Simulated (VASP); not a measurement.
Write the native input for VASP 6.6.1 that does the following.

```yaml
Task: single point
Functional: PBE
Potentials_or_basis: VASP PAW PBE potentials, release 64 (Rb_sv, Ga_d, Te)
Cutoff: 520 eV
k_mesh: 6 × 6 × 8
Occupations: gaussian, width 0.1 eV
Spin: no spin polarisation
Dipole_correction: no
Further_INCAR_settings: ALGO = Fast; EDIFF = 1e-06; NBANDS = 39
```

The structure of RbGa3Te2 lies in POSCAR:

```
RbGa3Te2
1.0
    6.6749549651      0.0000000000      0.0000000000
   -3.3374774826      5.7806805688      0.0000000000
    0.0000000000      0.0000000000      4.8762604187
Rb Ga Te
1 3 2
Direct
    0.0000000000      0.0000000000      0.0000000000
    0.5000000000      0.0000000000      0.5000000000
    0.0000000000      0.5000000000      0.5000000000
    0.5000000000      0.5000000000      0.5000000000
    0.6666666667      0.3333333333      0.0000000000
    0.3333333333      0.6666666667      0.0000000000
```

The input as run:

INCAR

```
PREC = Accurate
ENCUT = 520
EDIFF = 1E-6
ISMEAR = 0
SIGMA = 0.1
LREAL = F
LASPH = T
NELM = 100
ALGO = Fast
ISIF = 2
LWAVE = F
LCHARG = F
GGA = PE
NBANDS = 39
```

KPOINTS

```
Automatic mesh
0
Gamma
  6 6 8
```

Potentials or basis: VASP PAW PBE potentials, release 64 (Rb_sv, Ga_d, Te).

Run with:

```console
$ cat potpaw_PBE.64/Rb_sv/POTCAR potpaw_PBE.64/Ga_d/POTCAR potpaw_PBE.64/Te/POTCAR > POTCAR
$ mpirun -np 1 vasp_std > vasp.out
```

Results of the run:

```
Pressure               : 0.0 GPa
Band gap on the k mesh : zero (bands 30 and 31 overlap by 0.86 eV)
```

Caveat: spin-orbit coupling is left out, which moves the levels of the heavy elements.

It took 8.2 min on 1 thread of Intel(R) Xeon(R) 6975P-C (Granite Rapids), with other jobs on the host, peak memory 0.44 GiB.
